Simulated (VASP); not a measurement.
# SrB2 (P-3m1) in VASP: single point with PBE

Aim: the single point of SrB2 with PBE.

All numbers are computed with VASP 6.6.1; they aren't measurements. Logs are shortened: lines on timing, memory, paths and dates and some standing lists are left out, and cuts for length are marked.

## 1. The cell of the first run

The structure is trigonal, space group P-3m1 (No. 164). The conventional cell has a = 5.069 Å, b = 5.069 Å, c = 3.104 Å, α = 90.00°, β = 90.00°, γ = 120.00°. Sr (site symmetry -3m) has 12 B at 3.10 to 3.58 Å and 2 Sr at 3.10 Å within 4.1 Å. B (site symmetry 3m) has 6 Sr at 3.10 to 3.58 Å and 8 B at 3.10 to 3.58 Å within 4.1 Å.

## 2. Single point, PBE

Contents of INCAR:

```
SYSTEM = SrB2
PREC = Accurate
ENCUT = 520
EDIFF = 1E-6
ISMEAR = 0
SIGMA = 0.1
LREAL = .FALSE.
LASPH = .TRUE.
NELM = 100
ALGO = Normal
ISIF = 2
LWAVE = .FALSE.
LCHARG = .FALSE.
GGA = PE
NBANDS = 15
```

Contents of KPOINTS:

```
Automatic mesh
0
G
  6 6 6
  0 0 0
```

Contents of POSCAR:

```
SrB2
1.0
    5.0687760200      0.0000000000      0.0000000000
   -2.5343880100      4.3896888000      0.0000000000
    0.0000000000      0.0000000000      3.1039787200
Sr B
1 2
Direct
    0.0000000000      0.0000000000      0.0000000000
    0.6666666700      0.3333333300      0.6666666700
    0.3333333300      0.6666666700      0.3333333300
```

Potentials or basis: VASP PAW PBE potentials, release 64 (Sr_sv, B).

Command:

```
$ cat potpaw_PBE.64/Sr_sv/POTCAR potpaw_PBE.64/B/POTCAR > POTCAR
$ mpirun -np 1 vasp_std > vasp.out
```

OUTCAR:

```text
SYSTEM = SrB2
   PREC = Accurate
   ENCUT = 520
   EDIFF = 1E-6
   ISMEAR = 0
   LREAL = .FALSE.
   LASPH = .TRUE.
   NELM = 100
   ISIF = 2
   GGA = PE

 ion  position               nearest neighbor table
   1  0.000  0.000  0.000-   2 3.10   3 3.10   2 3.10   3 3.10   2 3.10   3 3.10   2 3.58   3 3.58
                             2 3.58   3 3.58   2 3.58   3 3.58
   2  0.667  0.333  0.667-   1 3.10   1 3.10   1 3.10   1 3.58   1 3.58   1 3.58
   3  0.333  0.667  0.333-   1 3.10   1 3.10   1 3.10   1 3.58   1 3.58   1 3.58

  LATTYP: Found a hexagonal cell.
 ALAT       =     5.0687760200
 C/A-ratio  =     0.6123724362

  Lattice vectors:

 A1 = (   5.0687760200,   0.0000000000,   0.0000000000)
 A2 = (  -2.5343880100,   4.3896888000,   0.0000000000)
 A3 = (   0.0000000000,   0.0000000000,   3.1039787200)

Analysis of symmetry for initial positions (statically):
=====================================================================
 Subroutine PRICEL returns:
 Original cell was already a primitive cell.

 Routine SETGRP: Setting up the symmetry group for a
 hexagonal supercell.

 Subroutine GETGRP returns: Found 12 space group operations
 (whereof 12 operations were pure point group operations)
 out of a pool of 24 trial point group operations.

The static configuration has the point symmetry D_3d.

Analysis of symmetry for dynamics (positions and initial velocities):
=====================================================================
 Subroutine PRICEL returns:
 Original cell was already a primitive cell.

 Routine SETGRP: Setting up the symmetry group for a
 hexagonal supercell.

 Subroutine GETGRP returns: Found 12 space group operations
 (whereof 12 operations were pure point group operations)
 out of a pool of 24 trial point group operations.

The dynamic configuration has the point symmetry D_3d.

 Subroutine INISYM returns: Found 12 space group operations
 (whereof 12 operations are pure point group operations),
 and found     1 'primitive' translations

----------------------------------------------------------------------------------------

                                     Primitive cell

  volume of cell :      69.0646

  direct lattice vectors                    reciprocal lattice vectors
     5.068776020  0.000000000  0.000000000     0.197286287  0.113903291  0.000000000
    -2.534388010  4.389688800  0.000000000     0.000000000  0.227806582  0.000000000
     0.000000000  0.000000000  3.103978720     0.000000000  0.000000000  0.322167157

  length of vectors
     5.068776020  5.068776021  3.103978720     0.227806582  0.227806582  0.322167157

  position of ions in fractional coordinates (direct lattice)
     0.000000000  0.000000000  0.000000000
     0.666666670  0.333333330  0.666666670
     0.333333330  0.666666670  0.333333330

  ion indices of the primitive-cell ions
   primitive index   ion index
                 1           1
                 2           2
                 3           3

----------------------------------------------------------------------------------------

 KPOINTS: Automatic mesh

Automatic generation of k-mesh.
 Grid dimensions read from file:
 generate k-points for:    6    6    6

 Generating k-lattice:

  Cartesian coordinates                     Fractional coordinates (reciprocal lattice)
     0.032881048  0.018983882  0.000000000     0.166666667  0.000000000  0.000000000
     0.000000000  0.037967764  0.000000000     0.000000000  0.166666667  0.000000000
     0.000000000  0.000000000  0.053694526     0.000000000  0.000000000  0.166666667

  Length of vectors
     0.037967764  0.037967764  0.053694526

  Shift w.r.t. Gamma in fractional coordinates (k-lattice)
     0.000000000  0.000000000  0.000000000

 Subroutine IBZKPT returns following result:
 ===========================================

 Found     34 irreducible k-points:

 Following reciprocal coordinates:
            Coordinates               Weight
  0.000000  0.000000  0.000000      1.000000
  0.166667  0.000000  0.000000      6.000000
  0.333333  0.000000  0.000000      6.000000
  0.500000  0.000000  0.000000      3.000000
  0.166667  0.166667  0.000000      6.000000
  0.333333  0.166667  0.000000     12.000000
[... 16 lines left out ...]
  0.500000  0.000000  0.333333      6.000000
  0.166667  0.166667  0.333333     12.000000
 [... further k-points ...]
   k-points           NKPTS =     34   k-points in BZ     NKDIM =     34   number of bands    NBANDS=     15
   number of dos      NEDOS =    301   number of ions     NIONS =      3
   total plane-waves  NPLWV =  38400
   dimension x,y,z NGX =    40 NGY =   40 NGZ =   24
   dimension x,y,z NGXF=    80 NGYF=   80 NGZF=   48
   ions per type =               1   2
   NGX,Y,Z   is equivalent  to a cutoff of  13.12, 13.12, 12.85 a.u.
   NGXF,Y,Z  is equivalent  to a cutoff of  26.24, 26.24, 25.71 a.u.
 SYSTEM =  SrB2
   PREC   = accura    normal or accurate (medium, high low for compatibility)
   ISTART =      0    job   : 0-new  1-cont  2-samecut
   ICHARG =      2    charge: 1-file 2-atom 10-const
   ISPIN  =      1    spin polarized calculation?
   LNONCOLLINEAR =      F non collinear calculations
   LSORBIT =      F    spin-orbit coupling
   LASPH  =      T    aspherical Exc in radial PAW
   ENCUT  =  520.0 eV  38.22 Ry    6.18 a.u.   9.42  9.42  5.77*2*pi/ulx,y,z
   NELM   =    100;   NELMIN=  2; NELMDL= -5     # of ELM steps
   EDIFF  = 0.1E-05   stopping-criterion for ELM
   LREAL  =      F    real-space projection
   EDIFFG = 0.1E-04   stopping-criterion for IOM
   NSW    =      0    number of steps for IOM
   IBRION =     -1    ionic relax: 0-MD 1-quasi-New 2-CG
   NFREE  =      0    steps in history (QN), initial steepest desc. (CG)
   ISIF   =      2    stress and relaxation
   ISYM   =      2    0-nonsym 1-usesym 2-fastsym
   POTIM  = 0.5000    time-step for ionic-motion
   TEBEG  =    0.0;   TEEND  =   0.0 temperature during run
   PSTRESS=    0.0 pullay stress
   NELECT =      16.0000    total number of electrons
   NUPDOWN=      -1.0000    fix difference up-down
   EMIN   =  10.00;   EMAX   =-10.00  energy-range for DOS
   EFERMI =   0.00;   METHOD = LEGACY
   ISMEAR =     0;   SIGMA  =   0.10  broadening in eV -4-tet -1-fermi 0-gaus
   EFERMI_NEDOS =   21; number of points for ismear=-14 and -15
   IALGO  =     38    algorithm
   IMIX   =      4    mixing-type and parameters
     AMIX     =   0.40;   BMIX     =  1.00
     AMIX_MAG =   1.60;   BMIX_MAG =  1.00
  volume/ion in A,a.u.               =      23.02       155.36
  Fermi-wavevector in a.u.,A,eV,Ry     =   1.005456  1.900036 13.754691  1.010941
  Thomas-Fermi vector in A             =   2.138136
   LORBIT       =      0    0 simple, 1 ext, 2 COOP (PROOUT), +10 PAW based schemes
   GGA     = PE    functional components
   LHFCALC =     F    Hartree Fock is set to
   AEXX    =    0.0000 exact exchange contribution
   IVDW    =     0    specifies the selected vdW correction
   LEPSILON=     F    determine dielectric tensor
   LRPA    =     F    only Hartree local field effects (RPA)
 non-spin polarized calculation
 Gauss-broadening in eV      SIGMA  =   0.10
  energy-cutoff  :      520.00
  volume of cell :       69.06
 maximum number of plane-waves:      1890
 NGX is ok and might be reduce to    40
   NGX = 19   NGY = 19   NGZ = 11

 number of electron      16.0000000 magnetization

 Free energy of the ion-electron system (eV)
  ---------------------------------------------------
  ext. energy  EPLUGINS =         0.00000000
  ---------------------------------------------------
  free energy    TOTEN  =        -8.65976462 eV

  energy without entropy =       -8.64402573  energy(sigma->0) =       -8.65189517

 E-fermi :   1.6148     XC(G=0):  -8.8204

 val. band max:        1.6126905131   @ k =  -0.1667   0.5000   0.3333
 cond. band min:       1.6277477516   @ k =   0.1667   0.1667   0.0000
 fundamental gap:      0.0150572385
 Fermi energy:         1.6147642381

 k-point     1 :       0.0000    0.0000    0.0000
  band No.  band energies     occupation
      1     -34.0907      2.00000
      2     -15.9736      2.00000
      3     -15.9736      2.00000
      4     -15.5095      2.00000
      5      -5.8649      2.00000
      6      -2.0682      2.00000
      7       0.1264      2.00000
      8       0.1264      2.00000
      9       2.3917      0.00000
     10       3.3514      0.00000
     11       3.3514      0.00000
     12       5.5781      0.00000
     13       6.0174      0.00000
     14       8.4457      0.00000
     15       8.4457      0.00000

 k-point     2 :       0.1667    0.0000    0.0000
  band No.  band energies     occupation
      1     -34.0905      2.00000
      2     -15.9861      2.00000
      3     -15.9764      2.00000
      4     -15.5092      2.00000
      5      -5.6632      2.00000
      6      -2.6200      2.00000
      7       0.2055      2.00000
      8       0.7958      2.00000
      9       2.1142      0.00000
     10       3.3171      0.00000
     11       3.3521      0.00000
     12       5.6083      0.00000
     13       5.9305      0.00000
     14       8.2374      0.00000
     15       8.3039      0.00000
[... 365 lines left out ...]
      3     -15.8397      2.00000
      4     -15.8128      2.00000
      5      -3.6122      2.00000
      6      -2.8426      2.00000
      7       0.8279      2.00000
      8       0.9202      2.00000
      9       1.7362      0.08594
     10       2.6677      0.00000
     11       3.8980      0.00000
     12       4.4316      0.00000
     13       5.9229      0.00000
     14       6.1254      0.00000
     15       7.2049      0.00000

 k-point    24 :       0.1667    0.1667    0.3333
  band No.  band energies     occupation
      1     -33.9362      2.00000
      2     -16.7367      2.00000
      3     -15.8250      2.00000
      4     -15.8115      2.00000
      5      -4.0379      2.00000
      6      -2.2523      2.00000
      7       0.6496      2.00000
      8       1.0975      2.00000
      9       1.8863      0.00012
     10       2.7175      0.00000
     11       3.4753      0.00000
     12       3.9372      0.00000
     13       5.5415      0.00000
     14       6.3026      0.00000
     15       7.1330      0.00000

 [... further k-points ...]

------------------------ aborting loop because EDIFF is reached ----------------------------------------

  FORCE on cell =-STRESS in cart. coord.  units (eV):
  Direction    XX          YY          ZZ          XY          YZ          ZX
  --------------------------------------------------------------------------------------
  -------------------------------------------------------------------------------------
  Total       -6.5083733     -6.5083733      0.7012540      0.0000000     -0.0000000      0.0000000
  in kB     -150.9827985   -150.9827985     16.2678569      0.0000000     -0.0000000      0.0000000
  external PRESSURE =     -95.2325800 kB  Pullay stress =       0.0000000 kB

 VOLUME and BASIS-vectors are now :
 -----------------------------------------------------------------------------
  energy-cutoff  :      520.00
  volume of cell :       69.06
      direct lattice vectors                 reciprocal lattice vectors
     5.068776020  0.000000000  0.000000000     0.197286287  0.113903291  0.000000000
    -2.534388010  4.389688800  0.000000000     0.000000000  0.227806582  0.000000000
     0.000000000  0.000000000  3.103978720     0.000000000  0.000000000  0.322167157

 POSITION                                       TOTAL-FORCE (eV/Angst)
 -----------------------------------------------------------------------------------
      0.00000      0.00000      0.00000         0.000000      0.000000      0.000000
      2.53439      1.46323      2.06932         0.000000     -0.000000     -0.769267
     -0.00000      2.92646      1.03466        -0.000000      0.000000      0.769267
 -----------------------------------------------------------------------------------
    total drift:                               -0.000000      0.000000      0.000000

  FREE ENERGIE OF THE ION-ELECTRON SYSTEM (eV)
  ---------------------------------------------------
  free  energy   TOTEN  =        -8.6597646154 eV

  energy  without entropy=       -8.6440257269  energy(sigma->0) =       -8.65189517
```

Run time: 14 s. Hardware: 1 thread of AMD EPYC 9R45 (Zen 5), shared host; peak memory 0.17 GiB.

Results:

| Property | Result |
| --- | --- |
| Free energy | -8.6598 eV |
| Pressure | -9.5 GPa |
| Largest force | 0.769 eV/Å |
| Band gap on the k mesh | zero (band 8 reaches 2.48 eV, above the bottom of band 9 at 0.88 eV) |

Forces in eV/Å, atoms in the order of the input:
```
Sr   0.000  0.000  0.000
B    0.000  0.000 -0.769
B    0.000  0.000  0.769
```
